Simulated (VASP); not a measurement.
**GeW: single point with PBE+U**

Crystal: GeW.

```
Ge W
1.0
     0.00000    2.57809    2.57809
     2.57809    0.00000    2.57809
     2.57809    2.57809    0.00000
Ge W
1 1
Direct
  0.50000 0.50000 0.50000
  0.00000 0.00000 0.00000
```

```yaml
Program: VASP 6.6.1
Task: single point
Functional: PBE
Potentials_or_basis: VASP PAW PBE potentials, release 64 (Ge_d, W_sv)
Cutoff: 520 eV
k_mesh: 9 × 9 × 9
Occupations: fermi-dirac, width 0.05 eV
Spin: no spin polarisation
Hubbard_terms: W d U = 3.0 eV
Dipole_correction: no
Further_INCAR_settings: ALGO = Normal; EDIFF = 1e-06; NBANDS = 21
```

```
Pressure               : 2.9 GPa
Band gap on the k mesh : zero (band 14 reaches 9.79 eV, above the bottom of band 15 at 8.07 eV)
```

Levels at points of the mesh, in eV from the Fermi level:
| k point | band 12 | band 13 | band 14 | band 15 | band 16 | band 17 |
| --- | --- | --- | --- | --- | --- | --- |
| (0.00, 0.00, 0.00) | -1.56 | -1.56 | -1.00 | -1.00 | 2.25 | 2.25 |

Eigenvalues of the final occupation matrices:
```csv
site,spin,trace,eigenvalues
site 2 d,1,1.69,0.30 0.30 0.30 0.39 0.39
site 2 d,2,1.69,0.30 0.30 0.30 0.39 0.39
```

Run time: 11 s on 1 thread of Intel(R) Xeon(R) 6975P-C (Granite Rapids) (shared host), peak memory 0.17 GiB.

Caveat: spin-orbit coupling is left out, which moves the levels of the heavy elements; U without spin polarisation on a metal has little footing; the U is typed as a test and isn't derived for this compound.
